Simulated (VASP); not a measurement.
# Ti: relaxation of cell and atoms with r2SCAN

The system is Ti.

```
Ti
1.0
     2.95000    0.00000    0.00000
    -1.47500    2.55477    0.00000
     0.00000    0.00000    4.68000
Ti
2
Direct
  0.33333 0.66667 0.25000
  0.66667 0.33333 0.75000
```

```json
{
 "Program": "VASP 6.6.1",
 "Task": "relaxation of cell and atoms",
 "Functional": "r2SCAN",
 "Potentials or basis": "VASP PAW PBE potentials, release 64 (Ti_sv)",
 "Cutoff": "600 eV",
 "k mesh": "12 × 12 × 8",
 "Occupations": "fermi-dirac, width 0.1 eV",
 "Spin": "no spin polarisation",
 "Dipole correction": "no",
 "Further INCAR settings": "ALGO = Normal; EDIFF = 1e-06; IBRION = 2; EDIFFG = -0.002; NSW = 100; ISIF = 3"
}
```

| Quantity | Value |
| --- | --- |
| Relaxed volume | 17.38 Å³/atom |
| Relaxed cell | a = 2.939 Å, b = 2.939 Å, c = 4.647 Å, α = 90.00°, β = 90.00°, γ = 120.00° |
| Space group after relaxing (to 0.1 Å) | P6_3/mmc (No. 194) |
| Energy gained by relaxing | 1.3 meV/atom |
| Ionic steps | 13 |
| Pressure after relaxing | 0.0 GPa |
| Band gap on the k mesh | zero (bands 12 and 13 overlap by 1.21 eV) |

The path:
```csv
step,energy change (eV),largest force (eV/Å),pressure (GPa),volume (Å³)
1,0.0000,0.0000,-1.62,35.27
2,-0.0009,0.0000,1.39,34.37
3,-0.0026,0.0000,0.00,34.77
4,-0.0026,0.0000,0.04,34.76
5,-0.0027,0.0000,0.03,34.76
6,-0.0027,0.0000,0.02,34.76
7,-0.0027,0.0000,0.03,34.76
8,-0.0027,0.0000,0.03,34.76
9,-0.0027,0.0000,0.03,34.76
10,-0.0027,0.0000,0.03,34.76
11,-0.0027,0.0000,-0.02,34.78
12,-0.0027,0.0000,-0.02,34.77
13,-0.0027,0.0000,0.01,34.77
```

Final structure:
```xyz
2
Lattice="2.9394 0.0000 0.0000 -1.4697 2.5456 0.0000 0.0000 0.0000 4.6466" Properties=species:S:1:pos:R:3 pbc="T T T"
Ti    0.0000    1.6971    1.1616
Ti    1.4697    0.8485    3.4849
```

Levels at points of the mesh, in eV from the Fermi level:
```tsv
k point	band 10	band 11	band 12	band 13	band 14	band 15
(0.00, 0.00, 0.00)	-2.84	0.59	0.88	0.88	1.00	1.41
(0.50, 0.00, 0.00)	-2.27	-1.92	-0.83	0.63	0.72	1.29
(0.00, 0.00, 0.50)	-4.66	0.09	0.09	0.79	0.79	0.79
(0.50, 0.00, 0.50)	-2.66	-0.85	-0.85	1.26	1.26	1.92
```

It took 22 min on 1 thread of AMD EPYC 7R13 Processor (Zen 3), on a shared host, peak memory 0.18 GiB.

Caveat: the PAW data sets were made with another functional, which shifts forces and pressure a little.
